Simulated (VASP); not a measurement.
PbS:

```
Pb S
1.0
     6.23586    0.00000    0.00000
     0.00000    2.94734    2.94735
     0.00000   -2.94734    2.94735
Pb S
2 2
Direct
  0.73210 0.26055 0.76055
  0.26790 0.76055 0.26055
  0.72654 0.76045 0.26045
  0.27346 0.26045 0.76045
```

```yaml
Program: VASP 6.6.1
Task: relaxation of cell and atoms
Functional: PBE
Dispersion: D4
Potentials_or_basis: VASP PAW PBE potentials, release 64 (Pb_d, S)
Cutoff: 600 eV
k_mesh: 4 × 6 × 6
Occupations: fermi-dirac, width 0.02 eV
Spin: no spin polarisation
```

At the start: pressure -0.4 GPa; volume 27.08 Å³/atom.

Problem. How do energy, volume and symmetry change on relaxing?

Solution. Over 24 steps the energy falls by 20.9 meV/atom and the volume is 26.17 Å³/atom (-3.4 %); space group Fm-3m (No. 225, to 0.05 Å).

The path:
```
step  energy change (eV)  largest force (eV/Å)  pressure (GPa)  volume (Å³)
   1              0.0000                0.1016           -0.40       108.34
   2             -0.0356                0.2101           -0.17       107.25
   3             -0.0367                0.2349           -0.09       107.03
   4             -0.0453                0.2053           -0.11       106.64
   5             -0.0652                0.1435           -0.03       105.45
   6             -0.0674                0.0698            0.87       103.09
   7             -0.0739                0.1159            0.30       104.31
   8             -0.0767                0.0518           -0.38       105.46
   9             -0.0787                0.0721           -0.16       105.00
  10             -0.0803                0.0563            0.07       104.55
  11             -0.0808                0.0431            0.27       104.16
  12             -0.0817                0.0366            0.20       104.28
  13             -0.0828                0.0219            0.03       104.59
  14             -0.0830                0.0209           -0.03       104.71
  15             -0.0831                0.0190           -0.12       104.87
  16             -0.0833                0.0157           -0.01       104.67
  17             -0.0833                0.0131            0.01       104.62
  18             -0.0833                0.0142            0.02       104.60
  19             -0.0834                0.0117            0.04       104.57
  20             -0.0834                0.0084            0.06       104.54
  21             -0.0834                0.0027           -0.02       104.71
  22             -0.0834                0.0057           -0.02       104.68
  23             -0.0834                0.0062           -0.02       104.67
  24             -0.0834                0.0025           -0.01       104.67
```

Final structure:
```yaml
crystal:
  lattice:
    - [5.95119, 0.00000, 0.00000]
    - [0.00000, 2.96546, 2.96547]
    - [0.00000, -2.96546, 2.96547]
  atoms:
    - { symbol: Pb, position: [0.75023, 0.26047, 0.76047] }
    - { symbol: Pb, position: [0.24977, 0.76047, 0.26047] }
    - { symbol: S, position: [0.75028, 0.76053, 0.26053] }
    - { symbol: S, position: [0.24972, 0.26053, 0.76053] }
```
